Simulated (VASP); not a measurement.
# Au (Fm-3m) in VASP: further runs, part 2 of 2

VASP 6.6.1. Earlier steps stand in the parts before.

## Step 5: Single point, r2SCAN

This run uses another cell than the first one: it holds 1 atom, not 2.

POSCAR

```
Au
1.0
    0.0000000000      2.0099020638      2.0099020638
    2.0099020638      0.0000000000      2.0099020638
    2.0099020638      2.0099020638      0.0000000000
Au
1
Direct
    0.0000000000      0.0000000000      0.0000000000
```

INCAR.step1

```
SYSTEM = Au
  ALGO = Normal
  EDIFF = 1E-4
  ENCUT = 520
  GGA = PE
  ISMEAR = 0
  LASPH = .TRUE.
  LCHARG = .FALSE.
  LREAL = .FALSE.
  LWAVE = .TRUE.
  NBANDS = 12
  NELM = 100
  PREC = Accurate
  SIGMA = 0.1
```

INCAR.step2

```
SYSTEM = Au
  ALGO = Normal
  EDIFF = 1E-7
  ENCUT = 520
  ISIF = 2
  ISMEAR = 0
  ISTART = 1
  LASPH = .TRUE.
  LCHARG = .FALSE.
  LMIXTAU = .TRUE.
  LREAL = .FALSE.
  LWAVE = .FALSE.
  METAGGA = R2SCAN
  NBANDS = 12
  NELM = 100
  PREC = Accurate
  SIGMA = 0.1
```

KPOINTS

```
k-points
0
G
  18 18 18
  0 0 0
```

Potentials or basis: VASP PAW PBE potentials, release 64 (Au).

The run is started by

```
> cat potpaw_PBE.64/Au/POTCAR > POTCAR
> cp INCAR.step1 INCAR
> mpirun -np 1 vasp_std > vasp.out
> cp INCAR.step2 INCAR
> mpirun -np 1 vasp_std > vasp.out
```

OUTCAR:

```text
SYSTEM = Au
   EDIFF = 1E-7
   ENCUT = 520
   ISIF = 2
   ISMEAR = 0
   ISTART = 1
   LASPH = .TRUE.
   LREAL = .FALSE.
   METAGGA = R2SCAN
   NELM = 100
   PREC = Accurate

 ion  position               nearest neighbor table
   1  0.000  0.000  0.000-

  LATTYP: Found a face centered cubic cell.
 ALAT       =     4.0198041276

  Lattice vectors:

 A1 = (   0.0000000000,   2.0099020638,   2.0099020638)
 A2 = (   2.0099020638,   0.0000000000,   2.0099020638)
 A3 = (   2.0099020638,   2.0099020638,   0.0000000000)

Analysis of symmetry for initial positions (statically):
=====================================================================
 Subroutine PRICEL returns:
 Original cell was already a primitive cell.

 Routine SETGRP: Setting up the symmetry group for a
 face centered cubic supercell.

 Subroutine GETGRP returns: Found 48 space group operations
 (whereof 48 operations were pure point group operations)
 out of a pool of 48 trial point group operations.

The static configuration has the point symmetry O_h .

Analysis of symmetry for dynamics (positions and initial velocities):
=====================================================================
 Subroutine PRICEL returns:
 Original cell was already a primitive cell.

 Routine SETGRP: Setting up the symmetry group for a
 face centered cubic supercell.

 Subroutine GETGRP returns: Found 48 space group operations
 (whereof 48 operations were pure point group operations)
 out of a pool of 48 trial point group operations.

The dynamic configuration has the point symmetry O_h .

 Subroutine INISYM returns: Found 48 space group operations
 (whereof 48 operations are pure point group operations),
 and found     1 'primitive' translations

----------------------------------------------------------------------------------------

                                     Primitive cell

  volume of cell :      16.2388

  direct lattice vectors                    reciprocal lattice vectors
     0.000000000  2.009902064  2.009902064    -0.248768340  0.248768340  0.248768340
     2.009902064  0.000000000  2.009902064     0.248768340 -0.248768340  0.248768340
     2.009902064  2.009902064  0.000000000     0.248768340  0.248768340 -0.248768340

  length of vectors
     2.842430758  2.842430758  2.842430758     0.430879404  0.430879404  0.430879404

  position of ions in fractional coordinates (direct lattice)
     0.000000000  0.000000000  0.000000000

  ion indices of the primitive-cell ions
   primitive index   ion index
                 1           1

----------------------------------------------------------------------------------------

 KPOINTS: k-points

Automatic generation of k-mesh.
 Grid dimensions read from file:
 generate k-points for:   18   18   18

 Generating k-lattice:

  Cartesian coordinates                     Fractional coordinates (reciprocal lattice)
    -0.013820463  0.013820463  0.013820463     0.055555556  0.000000000  0.000000000
     0.013820463 -0.013820463  0.013820463     0.000000000  0.055555556  0.000000000
     0.013820463  0.013820463 -0.013820463     0.000000000  0.000000000  0.055555556

  Length of vectors
     0.023937745  0.023937745  0.023937745

  Shift w.r.t. Gamma in fractional coordinates (k-lattice)
     0.000000000  0.000000000  0.000000000

 Subroutine IBZKPT returns following result:
 ===========================================

 Found    195 irreducible k-points:

 Following reciprocal coordinates:
            Coordinates               Weight
  0.000000  0.000000  0.000000      1.000000
  0.055556  0.000000  0.000000      8.000000
  0.111111  0.000000  0.000000      8.000000
  0.166667  0.000000  0.000000      8.000000
  0.222222  0.000000  0.000000      8.000000
  0.277778  0.000000  0.000000      8.000000
[... 16 lines left out ...]
 -0.277778  0.055556  0.000000     24.000000
 -0.222222  0.055556  0.000000     24.000000
 [... further k-points ...]
   k-points           NKPTS =    195   k-points in BZ     NKDIM =    195   number of bands    NBANDS=     12
   number of dos      NEDOS =    301   number of ions     NIONS =      1
   total plane-waves  NPLWV =  13824
   dimension x,y,z NGX =    24 NGY =   24 NGZ =   24
   dimension x,y,z NGXF=    48 NGYF=   48 NGZF=   48
   ions per type =               1
   NGX,Y,Z   is equivalent  to a cutoff of  14.04, 14.04, 14.04 a.u.
   NGXF,Y,Z  is equivalent  to a cutoff of  28.07, 28.07, 28.07 a.u.
 SYSTEM =  Au
   PREC   = accura    normal or accurate (medium, high low for compatibility)
   ISTART =      1    job   : 0-new  1-cont  2-samecut
   ICHARG =      0    charge: 1-file 2-atom 10-const
   ISPIN  =      1    spin polarized calculation?
   LNONCOLLINEAR =      F non collinear calculations
   LSORBIT =      F    spin-orbit coupling
   LASPH  =      T    aspherical Exc in radial PAW
   ENCUT  =  520.0 eV  38.22 Ry    6.18 a.u.   5.29  5.29  5.29*2*pi/ulx,y,z
   NELM   =    100;   NELMIN=  2; NELMDL=  0     # of ELM steps
   EDIFF  = 0.1E-06   stopping-criterion for ELM
   LREAL  =      F    real-space projection
   EDIFFG = 0.1E-05   stopping-criterion for IOM
   NSW    =      0    number of steps for IOM
   IBRION =     -1    ionic relax: 0-MD 1-quasi-New 2-CG
   NFREE  =      0    steps in history (QN), initial steepest desc. (CG)
   ISIF   =      2    stress and relaxation
   ISYM   =      2    0-nonsym 1-usesym 2-fastsym
   POTIM  = 0.5000    time-step for ionic-motion
   TEBEG  =    0.0;   TEEND  =   0.0 temperature during run
   PSTRESS=    0.0 pullay stress
   NELECT =      11.0000    total number of electrons
   NUPDOWN=      -1.0000    fix difference up-down
   EMIN   =  10.00;   EMAX   =-10.00  energy-range for DOS
   EFERMI =   0.00;   METHOD = LEGACY
   ISMEAR =     0;   SIGMA  =   0.10  broadening in eV -4-tet -1-fermi 0-gaus
   EFERMI_NEDOS =   21; number of points for ismear=-14 and -15
   IALGO  =     38    algorithm
   IMIX   =      4    mixing-type and parameters
     AMIX     =   0.40;   BMIX     =  1.00
     AMIX_MAG =   1.60;   BMIX_MAG =  1.00
  volume/ion in A,a.u.               =      16.24       109.59
  Fermi-wavevector in a.u.,A,eV,Ry     =   1.437764  2.716979 28.125478  2.067164
  Thomas-Fermi vector in A             =   2.556805
   LORBIT       =      0    0 simple, 1 ext, 2 COOP (PROOUT), +10 PAW based schemes
   METAGGA = R2SCAN    functional components
   LHFCALC =     F    Hartree Fock is set to
   AEXX    =    0.0000 exact exchange contribution
   IVDW    =     0    specifies the selected vdW correction
   LEPSILON=     F    determine dielectric tensor
   LRPA    =     F    only Hartree local field effects (RPA)
 non-spin polarized calculation
 Gauss-broadening in eV      SIGMA  =   0.10
  energy-cutoff  :      520.00
  volume of cell :       16.24
 maximum number of plane-waves:       448
 NGX is ok and might be reduce to    24

 number of electron      11.0000000 magnetization

 Free energy of the ion-electron system (eV)
  ---------------------------------------------------
  ext. energy  EPLUGINS =         0.00000000
  ---------------------------------------------------
  free energy    TOTEN  =       -50.53758884 eV

  energy without entropy =      -50.53627608  energy(sigma->0) =      -50.53693246

 E-fermi :  10.1556     XC(G=0): -13.9749

 val. band max:       10.1548312380   @ k =   0.5000   0.1667   0.0556
 cond. band min:      10.1615685471   @ k =   0.5000   0.2778   0.1111
 fundamental gap:      0.0067373092
 Fermi energy:        10.1556380514

 k-point     1 :       0.0000    0.0000    0.0000
  band No.  band energies     occupation
      1      -0.4902      2.00000
      2       4.9262      2.00000
      3       4.9262      2.00000
      4       4.9262      2.00000
      5       6.5983      2.00000
      6       6.5983      2.00000
      7      25.3919      0.00000
      8      29.7940      0.00000
      9      29.7940      0.00000
     10      29.7940      0.00000
     11      35.2567      0.00000
     12      40.2698      0.00000
[... 331 lines left out ...]
 k-point    24 :      -0.2222    0.0556    0.0000
  band No.  band energies     occupation
      1       1.4241      2.00000
      2       4.6519      2.00000
      3       5.2634      2.00000
      4       5.3015      2.00000
      5       6.4974      2.00000
      6       7.0407      2.00000
      7      22.6518      0.00000
      8      26.6802      0.00000
      9      30.0383      0.00000
     10      32.3293      0.00000
     11      33.0943      0.00000
     12      34.5786      0.00000

 [... further k-points ...]
[... 5 lines left out ...]
  --------------------------------------------------------------------------------------
  -------------------------------------------------------------------------------------
  Total        1.5696630      1.5696630      1.5696630     -0.0000000     -0.0000000     -0.0000000
  in kB      154.8682277    154.8682277    154.8682277     -0.0000000     -0.0000000     -0.0000000
  external PRESSURE =     154.8682277 kB  Pullay stress =       0.0000000 kB

 VOLUME and BASIS-vectors are now :
 -----------------------------------------------------------------------------
  energy-cutoff  :      520.00
  volume of cell :       16.24
      direct lattice vectors                 reciprocal lattice vectors
     0.000000000  2.009902064  2.009902064    -0.248768340  0.248768340  0.248768340
     2.009902064  0.000000000  2.009902064     0.248768340 -0.248768340  0.248768340
     2.009902064  2.009902064  0.000000000     0.248768340  0.248768340 -0.248768340

 POSITION                                       TOTAL-FORCE (eV/Angst)
 -----------------------------------------------------------------------------------
      0.00000      0.00000      0.00000         0.000000      0.000000      0.000000
 -----------------------------------------------------------------------------------
    total drift:                               -0.000000      0.000000     -0.000000

  FREE ENERGIE OF THE ION-ELECTRON SYSTEM (eV)
  ---------------------------------------------------
  free  energy   TOTEN  =       -50.5375888380 eV

  energy  without entropy=      -50.5362760802  energy(sigma->0) =      -50.53693246
```

OUTCAR.step1:

```text
SYSTEM = Au
   EDIFF = 1E-4
   ENCUT = 520
   GGA = PE
   ISMEAR = 0
   LASPH = .TRUE.
[... 578 lines left out ...]
 -----------------------------------------------------------------------------------
      0.00000      0.00000      0.00000        -0.000000      0.000000      0.000000
 -----------------------------------------------------------------------------------
    total drift:                               -0.000000      0.000000      0.000000

  FREE ENERGIE OF THE ION-ELECTRON SYSTEM (eV)
  ---------------------------------------------------
  free  energy   TOTEN  =        -3.1314853692 eV

  energy  without entropy=       -3.1300343341  energy(sigma->0) =       -3.13075985
```

OSZICAR.step1:

```text
N       E                     dE             d eps       ncg     rms          rms(c)
DAV:   1     0.501306451828E+02    0.50131E+02   -0.56102E+03  4832   0.822E+02
DAV:   2    -0.271387932679E+01   -0.52845E+02   -0.49964E+02  5548   0.190E+02
DAV:   3    -0.339496894221E+01   -0.68109E+00   -0.68019E+00  5656   0.209E+01
DAV:   4    -0.339717471826E+01   -0.22058E-02   -0.22057E-02  5612   0.137E+00
DAV:   5    -0.339719006676E+01   -0.15349E-04   -0.15348E-04  5712   0.108E-01    0.110E+01
DAV:   6    -0.315670141726E+01    0.24049E+00   -0.58926E-01  5092   0.635E+00    0.680E+00
DAV:   7    -0.313401088843E+01    0.22691E-01   -0.79375E-02  5540   0.233E+00    0.286E+00
DAV:   8    -0.313149797460E+01    0.25129E-02   -0.27703E-03  5160   0.459E-01    0.271E-01
DAV:   9    -0.313148536920E+01    0.12605E-04   -0.10401E-05  3552   0.311E-02
   1 F= -.31314854E+01 E0= -.31307599E+01  d E =-.145104E-02
```

Run time: 2.5 min. Hardware: 1 thread of Intel Xeon 8259CL, shared host; peak memory 0.17 GiB.

Results:

```yaml
Free_energy: -50.5376 eV
Pressure: 15.5 GPa
```

Caveat: the PAW data sets were made with another functional, which shifts forces and pressure a little; spin-orbit coupling is left out, which moves the levels of the heavy elements.

## Step 6: Single point, r2SCAN

This run uses another cell than the first one: it holds 1 atom, not 2.

POSCAR

```
Au
1.0
    0.0000000000      2.0314280833      2.0314280833
    2.0314280833      0.0000000000      2.0314280833
    2.0314280833      2.0314280833      0.0000000000
Au
1
Direct
    0.0000000000      0.0000000000      0.0000000000
```

INCAR.step1

```
SYSTEM = Au
  PREC = Accurate
  ENCUT = 520
  ISMEAR = 0
  SIGMA = 0.1
  LREAL = .False.
  LASPH = .True.
  NELM = 80
  NBANDS = 12
  GGA = PE
  ALGO = Normal
  EDIFF = 1E-4
  LWAVE = .True.
  LCHARG = .False.
```

INCAR.step2

```
SYSTEM = Au
  PREC = Accurate
  ENCUT = 520
  EDIFF = 1E-7
  ISMEAR = 0
  SIGMA = 0.1
  LREAL = .False.
  LASPH = .True.
  NELM = 80
  ALGO = Normal
  ISIF = 2
  LWAVE = .False.
  LCHARG = .False.
  METAGGA = R2SCAN
  LMIXTAU = .True.
  NBANDS = 12
  ISTART = 1
```

KPOINTS

```
Automatic mesh
0
Gamma
  18 18 18
  0 0 0
```

Potentials or basis: VASP PAW PBE potentials, release 64 (Au).

The run is started by

```
> cat potpaw_PBE.64/Au/POTCAR > POTCAR
> cp INCAR.step1 INCAR
> mpirun -np 1 vasp_std > vasp.out
> cp INCAR.step2 INCAR
> mpirun -np 1 vasp_std > vasp.out
```

OUTCAR:

```text
SYSTEM = Au
   PREC = Accurate
   ENCUT = 520
   EDIFF = 1E-7
   ISMEAR = 0
   LREAL = .False.
   LASPH = .True.
   NELM = 80
   ISIF = 2
   METAGGA = R2SCAN
   ISTART = 1

 ion  position               nearest neighbor table
   1  0.000  0.000  0.000-

  LATTYP: Found a face centered cubic cell.
 ALAT       =     4.0628561666

  Lattice vectors:

 A1 = (   0.0000000000,   2.0314280833,   2.0314280833)
 A2 = (   2.0314280833,   0.0000000000,   2.0314280833)
 A3 = (   2.0314280833,   2.0314280833,   0.0000000000)

Analysis of symmetry for initial positions (statically):
[... 530 lines left out ...]
      5       6.0493      2.00000
      6       6.5622      2.00000
      7      21.8720      0.00000
      8      26.0672      0.00000
      9      29.1377      0.00000
     10      31.5459      0.00000
     11      32.1478      0.00000
     12      33.6603      0.00000

 [... further k-points ...]
[... 5 lines left out ...]
  --------------------------------------------------------------------------------------
  -------------------------------------------------------------------------------------
  Total        0.8772634      0.8772634      0.8772634      0.0000000      0.0000000     -0.0000000
  in kB       83.8313088     83.8313088     83.8313088      0.0000000      0.0000000     -0.0000000
  external PRESSURE =      83.8313088 kB  Pullay stress =       0.0000000 kB

 VOLUME and BASIS-vectors are now :
 -----------------------------------------------------------------------------
  energy-cutoff  :      520.00
  volume of cell :       16.77
      direct lattice vectors                 reciprocal lattice vectors
     0.000000000  2.031428083  2.031428083    -0.246132267  0.246132267  0.246132267
     2.031428083  0.000000000  2.031428083     0.246132267 -0.246132267  0.246132267
     2.031428083  2.031428083  0.000000000     0.246132267  0.246132267 -0.246132267

 POSITION                                       TOTAL-FORCE (eV/Angst)
 -----------------------------------------------------------------------------------
      0.00000      0.00000      0.00000         0.000000      0.000000      0.000000
 -----------------------------------------------------------------------------------
    total drift:                               -0.000000      0.000000     -0.000000

  FREE ENERGIE OF THE ION-ELECTRON SYSTEM (eV)
  ---------------------------------------------------
  free  energy   TOTEN  =       -50.5767573263 eV

  energy  without entropy=      -50.5755179542  energy(sigma->0) =      -50.57613764
```

OUTCAR.step1:

```text
SYSTEM = Au
   PREC = Accurate
   ENCUT = 520
   ISMEAR = 0
   LREAL = .False.
   LASPH = .True.
   NELM = 80
[... 577 lines left out ...]
 -----------------------------------------------------------------------------------
      0.00000      0.00000      0.00000         0.000000      0.000000      0.000000
 -----------------------------------------------------------------------------------
    total drift:                               -0.000000      0.000000     -0.000000

  FREE ENERGIE OF THE ION-ELECTRON SYSTEM (eV)
  ---------------------------------------------------
  free  energy   TOTEN  =        -3.1817793189 eV

  energy  without entropy=       -3.1803811427  energy(sigma->0) =       -3.18108023
```

OSZICAR.step1:

```text
N       E                     dE             d eps       ncg     rms          rms(c)
DAV:   1     0.490120629359E+02    0.49012E+02   -0.56054E+03  4888   0.819E+02
DAV:   2    -0.278722111831E+01   -0.51799E+02   -0.49348E+02  5564   0.188E+02
DAV:   3    -0.344512045185E+01   -0.65790E+00   -0.65696E+00  5592   0.204E+01
DAV:   4    -0.344728349149E+01   -0.21630E-02   -0.21630E-02  5688   0.134E+00
DAV:   5    -0.344729899620E+01   -0.15505E-04   -0.15505E-04  5692   0.109E-01    0.991E+00
DAV:   6    -0.320434851805E+01    0.24295E+00   -0.62520E-01  5056   0.646E+00    0.623E+00
DAV:   7    -0.318408621359E+01    0.20262E-01   -0.70861E-02  5596   0.219E+00    0.280E+00
DAV:   8    -0.318179358220E+01    0.22926E-02   -0.21407E-03  5220   0.397E-01    0.266E-01
DAV:   9    -0.318177931888E+01    0.14263E-04   -0.97374E-06  3428   0.295E-02
   1 F= -.31817793E+01 E0= -.31810802E+01  d E =-.139818E-02
```

Run time: 2.7 min. Hardware: 1 thread of Intel Xeon 8259CL, shared host; peak memory 0.18 GiB.

Results:

```
Free energy : -50.5768 eV
Pressure    : 8.4 GPa
```

Caveat: the PAW data sets were made with another functional, which shifts forces and pressure a little; spin-orbit coupling is left out, which moves the levels of the heavy elements.

## Step 7: Summary

| cell | k mesh | gap on the mesh (eV) | pressure (GPa) |
| --- | --- | --- | --- |
| a = 2.946, b = 2.946, c = 4.166 Å, 2 atoms | 18 × 18 × 12 | none | -4.0 |
| a = 2.718 Å, angles 60.0°, 1 atom | 18 × 18 × 18 | none | 61.3 |
| a = 2.791 Å, angles 60.0°, 1 atom | 18 × 18 × 18 | none | 30.7 |
| a = 2.842 Å, angles 60.0°, 1 atom | 18 × 18 × 18 | none | 15.5 |
| a = 2.873 Å, angles 60.0°, 1 atom | 18 × 18 × 18 | none | 8.4 |

Alike in all rows: task single point; level r2SCAN; potentials or basis VASP PAW PBE potentials, release 64 (Au); no spin polarisation; cutoff (eV) 520; smearing gaussian 0.1 eV.

Caveats: the PAW data sets were made with another functional, which shifts forces and pressure a little; spin-orbit coupling is left out, which moves the levels of the heavy elements.

Absolute energies hang on the potentials; compare differences alone.
